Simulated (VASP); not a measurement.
# Ga2HCl3 (P2_1/c) in VASP: electric field gradients with PBE

Aim: the electric field gradients of Ga2HCl3 with PBE.

All numbers are computed with VASP 6.6.1; they aren't measurements. Logs are shortened: lines on timing, memory, paths and dates and some standing lists are left out, and cuts for length are marked.

### 1 The cell of the first run

It takes space group P2_1/c (No. 14, monoclinic). The conventional cell has a = 5.730 Å, b = 6.787 Å, c = 14.848 Å, α = 90.00°, β = 104.57°, γ = 90.00°. Ga (site symmetry 1) has 1 H at 1.33 Å within 1.8 Å. Ga (site symmetry 1) has 1 H at 2.79 Å and 9 Cl at 3.07 to 3.81 Å and 3 Ga at 3.99 to 4.18 Å within 4.2 Å. Within 1.8 Å of H (site symmetry 1) lie 1 Ga at 1.33 Å. Within 2.9 Å of Cl (site symmetry 1) lie 1 Ga at 2.20 Å. Within 3.1 Å of Cl (site symmetry 1) lie 1 Ga at 2.21 Å and 2 H at 3.00 to 3.07 Å. Cl (site symmetry 1) has 4 Ga at 2.22 to 3.46 Å and 2 H at 3.00 to 3.23 Å and 5 Cl at 3.37 to 3.67 Å within 3.7 Å.

### 2 Electric field gradients, PBE

The input, INCAR:

```
SYSTEM = Ga2HCl3
PREC = Accurate
ENCUT = 520
EDIFF = 1E-8
ISMEAR = -1
SIGMA = 0.02
LREAL = Auto
LASPH = .TRUE.
NELM = 100
ALGO = Normal
ISIF = 2
LWAVE = .FALSE.
LCHARG = .FALSE.
GGA = PE
LEFG = .TRUE.
NBANDS = 114
```

The input, KPOINTS:

```
regular mesh
0
G
  5 4 2
  0 0 0
```

The input, POSCAR:

```
Ga2HCl3
1.0
    5.7300000000      0.0000000000      0.0000000000
    0.0000000000      6.7870000000      0.0000000000
   -3.7354546645      0.0000000000     14.3702419223
Ga H Cl
8 4 12
Direct
    0.9346000000      0.7677900000      0.9183300000
    0.0654000000      0.2677900000      0.5816700000
    0.0654000000      0.2322100000      0.0816700000
    0.9346000000      0.7322100000      0.4183300000
    0.6512100000      0.7313600000      0.6441100000
    0.3487900000      0.2313600000      0.8558900000
    0.3487900000      0.2686400000      0.3558900000
    0.6512100000      0.7686400000      0.1441100000
    0.8790000000      0.7970000000      0.9990000000
    0.1210000000      0.2970000000      0.5010000000
    0.1210000000      0.2030000000      0.0010000000
    0.8790000000      0.7030000000      0.4990000000
    0.8053600000      0.4947200000      0.8424400000
    0.1946400000      0.9947200000      0.6575600000
    0.1946400000      0.5052800000      0.1575600000
    0.8053600000      0.0052800000      0.3424400000
    0.3276100000      0.7671100000      0.9308900000
    0.6723900000      0.2671100000      0.5691100000
    0.6723900000      0.2328900000      0.0691100000
    0.3276100000      0.7328900000      0.4308900000
    0.7925500000      0.0021700000      0.8147700000
    0.2074500000      0.5021700000      0.6852300000
    0.2074500000      0.9978300000      0.1852300000
    0.7925500000      0.4978300000      0.3147700000
```

Potentials or basis: VASP PAW PBE potentials, release 64 (Ga_d, H, Cl).

Run with:

```bash
$ cat potpaw_PBE.64/Ga_d/POTCAR potpaw_PBE.64/H/POTCAR potpaw_PBE.64/Cl/POTCAR > POTCAR
$ mpirun -np 1 vasp_std > vasp.out
```

OUTCAR:

```text
SYSTEM = Ga2HCl3
   PREC = Accurate
   ENCUT = 520
   EDIFF = 1E-8
   ISMEAR = -1
   LREAL = Auto
   LASPH = .TRUE.
   NELM = 100
   ISIF = 2
   GGA = PE

 ion  position               nearest neighbor table
   1  0.935  0.768  0.918-   9 1.33  13 2.20  17 2.21  21 2.22
   2  0.065  0.268  0.582-  10 1.33  14 2.20  18 2.21  22 2.22
   3  0.065  0.232  0.082-  11 1.33  15 2.20  19 2.21  23 2.22
   4  0.935  0.732  0.418-  12 1.33  16 2.20  20 2.21  24 2.22
   5  0.651  0.731  0.644-
   6  0.349  0.231  0.856-
   7  0.349  0.269  0.356-
   8  0.651  0.769  0.144-
   9  0.879  0.797  0.999-   1 1.33
  10  0.121  0.297  0.501-   2 1.33
  11  0.121  0.203  0.001-   3 1.33
  12  0.879  0.703  0.499-   4 1.33
  13  0.805  0.495  0.842-   1 2.20
  14  0.195  0.995  0.658-   2 2.20
[... 8 lines left out ...]
  23  0.207  0.998  0.185-   3 2.22
  24  0.793  0.498  0.315-   4 2.22

  LATTYP: Found a simple monoclinic cell.
 ALAT       =     5.7300000000
 B/A-ratio  =     1.1844677138
 C/A-ratio  =     2.5319371728
 COS(beta)  =    -0.1374790002

  Lattice vectors:

 A1 = (   5.7300000000,   0.0000000000,   0.0000000000)
 A2 = (   0.0000000000,  -6.7870000000,   0.0000000000)
 A3 = (  -1.9945453355,   0.0000000000, -14.3702419223)

Analysis of symmetry for initial positions (statically):
=====================================================================
 Subroutine PRICEL returns:
 Original cell was already a primitive cell.

 Routine SETGRP: Setting up the symmetry group for a
 simple monoclinic supercell.

 Subroutine GETGRP returns: Found  4 space group operations
 (whereof  2 operations were pure point group operations)
 out of a pool of  4 trial point group operations.

The static configuration has the point symmetry S_2 .
 The point group associated with its full space group is C_2h.

Analysis of symmetry for dynamics (positions and initial velocities):
=====================================================================
 Subroutine PRICEL returns:
 Original cell was already a primitive cell.

 Routine SETGRP: Setting up the symmetry group for a
 simple monoclinic supercell.

 Subroutine GETGRP returns: Found  4 space group operations
 (whereof  2 operations were pure point group operations)
 out of a pool of  4 trial point group operations.

The dynamic configuration has the point symmetry S_2 .
 The point group associated with its full space group is C_2h.

 Subroutine INISYM returns: Found  4 space group operations
 (whereof  2 operations are pure point group operations),
 and found     1 'primitive' translations

----------------------------------------------------------------------------------------

                                     Primitive cell

  volume of cell :     558.8517

  direct lattice vectors                    reciprocal lattice vectors
     5.730000000  0.000000000  0.000000000     0.174520070  0.000000000  0.045365402
     0.000000000  6.787000000  0.000000000     0.000000000  0.147340504  0.000000000
    -3.735454665  0.000000000 14.370241922     0.000000000  0.000000000  0.069588251

  length of vectors
     5.730000000  6.787000000 14.847810426     0.180319923  0.147340504  0.069588251

  position of ions in fractional coordinates (direct lattice)
     0.934600000  0.767790000  0.918330000
     0.065400000  0.267790000  0.581670000
     0.065400000  0.232210000  0.081670000
     0.934600000  0.732210000  0.418330000
     0.651210000  0.731360000  0.644110000
     0.348790000  0.231360000  0.855890000
[... 16 lines left out ...]
     0.207450000  0.997830000  0.185230000
     0.792550000  0.497830000  0.314770000

  ion indices of the primitive-cell ions
   primitive index   ion index
[... 88 lines left out ...]
   NELM   =    100;   NELMIN=  2; NELMDL= -5     # of ELM steps
   EDIFF  = 0.1E-07   stopping-criterion for ELM
   LREAL  =      T    real-space projection
   EDIFFG = 0.1E-06   stopping-criterion for IOM
   NSW    =      0    number of steps for IOM
   IBRION =     -1    ionic relax: 0-MD 1-quasi-New 2-CG
   NFREE  =      0    steps in history (QN), initial steepest desc. (CG)
   ISIF   =      2    stress and relaxation
   ISYM   =      2    0-nonsym 1-usesym 2-fastsym
   POTIM  = 0.5000    time-step for ionic-motion
   TEBEG  =    0.0;   TEEND  =   0.0 temperature during run
   PSTRESS=    0.0 pullay stress
   NELECT =     192.0000    total number of electrons
   NUPDOWN=      -1.0000    fix difference up-down
   EMIN   =  10.00;   EMAX   =-10.00  energy-range for DOS
   EFERMI =   0.00;   METHOD = LEGACY
   ISMEAR =    -1;   SIGMA  =   0.02  broadening in eV -4-tet -1-fermi 0-gaus
   EFERMI_NEDOS =   21; number of points for ismear=-14 and -15
   IALGO  =     38    algorithm
   IMIX   =      4    mixing-type and parameters
     AMIX     =   0.40;   BMIX     =  1.00
     AMIX_MAG =   1.60;   BMIX_MAG =  1.00
  volume/ion in A,a.u.               =      23.29       157.14
  Fermi-wavevector in a.u.,A,eV,Ry     =   1.146594  2.166749 17.887282  1.314678
  Thomas-Fermi vector in A             =   2.283278
   LORBIT       =      0    0 simple, 1 ext, 2 COOP (PROOUT), +10 PAW based schemes
   GGA     = PE    functional components
   LHFCALC =     F    Hartree Fock is set to
   AEXX    =    0.0000 exact exchange contribution
   IVDW    =     0    specifies the selected vdW correction
   LEPSILON=     F    determine dielectric tensor
   LRPA    =     F    only Hartree local field effects (RPA)
 non-spin polarized calculation
  energy-cutoff  :      520.00
  volume of cell :      558.85
 maximum number of plane-waves:     15115
 NGX is ok and might be reduce to    48
   NGX = 21   NGY = 25   NGZ = 55

 number of electron     192.0000015 magnetization

 Free energy of the ion-electron system (eV)
  ---------------------------------------------------
  ext. energy  EPLUGINS =         0.00000000
  ---------------------------------------------------
  free energy    TOTEN  =       -74.47754345 eV

  energy without entropy =      -74.47754345  energy(sigma->0) =      -74.47754345

 E-fermi :   0.4481     XC(G=0):  -8.3272

 val. band max:       -0.0625483816   @ k =   0.4000   0.2500   0.5000
 cond. band min:       3.9474181885   @ k =   0.4000   0.0000   0.5000
 fundamental gap:      4.0099665700
 Fermi energy:         0.4481321776

 k-point     1 :       0.0000    0.0000    0.0000
  band No.  band energies     occupation
      1     -14.1789      2.00000
      2     -14.1413      2.00000
      3     -14.0451      2.00000
      4     -14.0396      2.00000
      5     -14.0247      2.00000
      6     -14.0080      2.00000
[... 1987 lines left out ...]
    107       5.2643      0.00000
    108       5.2643      0.00000
 [bands above 108 left out]

------------------------ aborting loop because EDIFF is reached ----------------------------------------

  FORCE on cell =-STRESS in cart. coord.  units (eV):
  Direction    XX          YY          ZZ          XY          YZ          ZX
  --------------------------------------------------------------------------------------
  -------------------------------------------------------------------------------------
  Total       12.0900377      7.7729357     25.1313823      0.0000000      0.0000000    -10.2781797
  in kB       34.6610478     22.2843057     72.0494065      0.0000000      0.0000000    -29.4666144
  external PRESSURE =      42.9982533 kB  Pullay stress =       0.0000000 kB

 VOLUME and BASIS-vectors are now :
 -----------------------------------------------------------------------------
  energy-cutoff  :      520.00
  volume of cell :      558.85
      direct lattice vectors                 reciprocal lattice vectors
     5.730000000  0.000000000  0.000000000     0.174520070  0.000000000  0.045365402
     0.000000000  6.787000000  0.000000000     0.000000000  0.147340504  0.000000000
    -3.735454665  0.000000000 14.370241922     0.000000000  0.000000000  0.069588251

 POSITION                                       TOTAL-FORCE (eV/Angst)
 -----------------------------------------------------------------------------------
      1.92488      5.21099     13.19662         2.026003     -0.635958     -3.733941
     -1.79806      1.81749      8.35874        -2.026003     -0.635958      3.733941
      0.06967      1.57601      1.17362        -2.026003      0.635958      3.733941
      3.79261      4.96951      6.01150         2.026003      0.635958     -3.733941
      1.32539      4.96374      9.25602        -0.048345     -0.033157      0.025127
     -1.19857      1.57024     12.29935         0.048345     -0.033157     -0.025127
[... 16 lines left out ...]
      0.49677      6.77227      2.66180         0.077337     -0.287638      0.343958
      3.36550      3.37877      4.52332        -0.077337     -0.287638     -0.343958
 -----------------------------------------------------------------------------------
    total drift:                                0.000000      0.000000     -0.000000

  FREE ENERGIE OF THE ION-ELECTRON SYSTEM (eV)
  ---------------------------------------------------
  free  energy   TOTEN  =       -74.4775434510 eV

  energy  without entropy=      -74.4775434510  energy(sigma->0) =      -74.47754345

 Electric field gradients (V/A^2)
---------------------------------------------------------------------
 ion       V_xx      V_yy      V_zz      V_xy      V_xz      V_yz
---------------------------------------------------------------------
   1      33.434    92.104  -125.538    19.049   118.891   -44.908
   2      33.434    92.104  -125.538   -19.049   118.891    44.908
   3      33.434    92.104  -125.538    19.049   118.891   -44.908
   4      33.434    92.104  -125.538   -19.049   118.891    44.908
   5       2.830     3.383    -6.213    -0.134    -1.598    -7.071
   6       2.830     3.383    -6.213     0.134    -1.598     7.071
[... 16 lines left out ...]
  23     -53.983    34.430    19.553   -37.599    29.010   -78.982
  24     -53.983    34.430    19.553    37.599    29.010    78.982
---------------------------------------------------------------------

 Electric field gradients after diagonalization (V/A^2)
 (convention: |V_zz| > |V_xx| > |V_yy|)
----------------------------------------------------------------------
 ion       V_xx      V_yy      V_zz     asymmetry (V_yy - V_xx)/ V_zz
----------------------------------------------------------------------
   1     103.222    94.004  -197.227       0.047
   2     103.222    94.004  -197.227       0.047
   3     103.222    94.004  -197.227       0.047
   4     103.222    94.004  -197.227       0.047
   5       7.223     2.905   -10.128       0.426
   6       7.223     2.905   -10.128       0.426
[... 16 lines left out ...]
  23     -67.810   -51.451   119.261       0.137
  24     -67.810   -51.451   119.261       0.137
----------------------------------------------------------------------

           NMR quadrupolar parameters

 Cq : quadrupolar parameter    Cq=e*Q*V_zz/h
 eta: asymmetry parameters     (V_yy - V_xx)/ V_zz
 Q  : nuclear electric quadrupole moment in mb (millibarn)
----------------------------------------------------------------------
 ion       Cq(MHz)       eta       Q (mb)
----------------------------------------------------------------------
   1      -0.477       0.047       1.000
   2      -0.477       0.047       1.000
   3      -0.477       0.047       1.000
   4      -0.477       0.047       1.000
   5      -0.024       0.426       1.000
   6      -0.024       0.426       1.000
[... 16 lines left out ...]
  23       0.288       0.137       1.000
  24       0.288       0.137       1.000
----------------------------------------------------------------------
```

Wall time 48 min (1 thread of Intel Xeon Platinum 8259CL at 2.50GHz (Skylake/Cascade Lake), shared host); peak memory 1 GiB.

Results:

```yaml
Free_energy: -74.4775 eV
Pressure: 4.3 GPa
Largest_force: 4.996 eV/Å
Band_gap_on_the_k_mesh: 4.01 eV (least direct gap 4.02 eV)
Largest_electric_field_gradient_by_atom: Ga -197.2, -10.1 (each value once); H +27.8; Cl +137.6, +133.4, +119.3 (each value once) V/Å²
```

Forces in eV/Å, atoms in the order of the input:
```
Ga   2.026 -0.636 -3.734
Ga  -2.026 -0.636  3.734
Ga  -2.026  0.636  3.734
Ga   2.026  0.636 -3.734
Ga  -0.048 -0.033  0.025
Ga   0.048 -0.033 -0.025
Ga   0.048  0.033 -0.025
Ga  -0.048  0.033  0.025
H   -2.348  0.703  4.353
H    2.348  0.703 -4.353
H    2.348 -0.703 -4.353
H   -2.348 -0.703  4.353
Cl  -0.066 -0.356 -0.243
Cl   0.066 -0.356  0.243
Cl   0.066  0.356  0.243
Cl  -0.066  0.356 -0.243
Cl   0.419  0.028  0.030
Cl  -0.419  0.028 -0.030
Cl  -0.419 -0.028 -0.030
Cl   0.419 -0.028  0.030
Cl  -0.077  0.288 -0.344
Cl   0.077  0.288  0.344
Cl   0.077 -0.288  0.344
Cl  -0.077 -0.288 -0.344
```

Electric field gradients, principal values (V/Å²):
```
 atom    least   middle  greatest (by size)
 1 Ga   94.004  103.222            -197.227
 2 Ga   94.004  103.222            -197.227
 3 Ga   94.004  103.222            -197.227
 4 Ga   94.004  103.222            -197.227
 5 Ga    2.905    7.223             -10.128
 6 Ga    2.905    7.223             -10.128
 7 Ga    2.905    7.223             -10.128
 8 Ga    2.905    7.223             -10.128
  9 H  -13.748  -14.014              27.763
 10 H  -13.748  -14.014              27.763
 11 H  -13.748  -14.014              27.763
 12 H  -13.748  -14.014              27.763
13 Cl  -62.516  -75.060             137.576
14 Cl  -62.516  -75.060             137.576
15 Cl  -62.516  -75.060             137.576
16 Cl  -62.516  -75.060             137.576
17 Cl  -56.743  -76.621             133.364
18 Cl  -56.743  -76.621             133.364
19 Cl  -56.743  -76.621             133.364
20 Cl  -56.743  -76.621             133.364
21 Cl  -51.451  -67.810             119.261
22 Cl  -51.451  -67.810             119.261
23 Cl  -51.451  -67.810             119.261
24 Cl  -51.451  -67.810             119.261
```

Caveat: the cell stands under pressure; without QUAD_EFG the Cq values of the log hold for a quadrupole moment of 1 mb, not for the nuclei; forces of over 1 eV/Å act on the atoms, so gaps and moduli don't describe the material at rest. PBE gaps usually lie below the measured ones, often by a third to a half.
